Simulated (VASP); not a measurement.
A run of VASP 6.6.1 is set up as follows.

Contents of INCAR:

```
PREC = Accurate ; ENCUT = 600
EDIFF = 1E-6 ; ISMEAR = 0
SIGMA = 0.1 ; LREAL = F
LASPH = T ; NELM = 100
ALGO = Fast ; ISIF = 3
LWAVE = F ; LCHARG = F
GGA = PE ; IBRION = 2
NSW = 100 ; EDIFFG = -0.01
```

Contents of KPOINTS:

```
Automatic mesh
0
Gamma
  6 6 6
```

File POSCAR:

```
YTl3Pb
1.0
    5.8560381889      0.0000000000      0.0000000000
    0.0000000000      5.8560381889      0.0000000000
    0.0000000000      0.0000000000      5.8560381889
Y Tl Pb
1 3 1
Direct
    0.0000000000      0.0000000000      0.0000000000
    0.0000000000      0.5000000000      0.5000000000
    0.5000000000      0.0000000000      0.5000000000
    0.5000000000      0.5000000000      0.0000000000
    0.5000000000      0.5000000000      0.5000000000
```

Potentials or basis: VASP PAW PBE potentials, release 64 (Y_sv, Tl_d, Pb_d).

Launch:

```console
$ cat potpaw_PBE.64/Y_sv/POTCAR potpaw_PBE.64/Tl_d/POTCAR potpaw_PBE.64/Pb_d/POTCAR > POTCAR
$ mpirun -np 1 vasp_std > vasp.out
```

(1) Predict the relaxed cell.

(2) What does it give for the band gap on the k mesh?

(3) Predict the relaxed volume.

## Answers

(1) a = 5.814 Å, b = 5.814 Å, c = 5.814 Å, α = 90.00°, β = 90.00°, γ = 90.00°.

(2) zero (bands 32 and 33 overlap by 0.81 eV).

(3) 39.31 Å³/atom.

Caveat: spin-orbit coupling is left out, which moves the levels of the heavy elements.
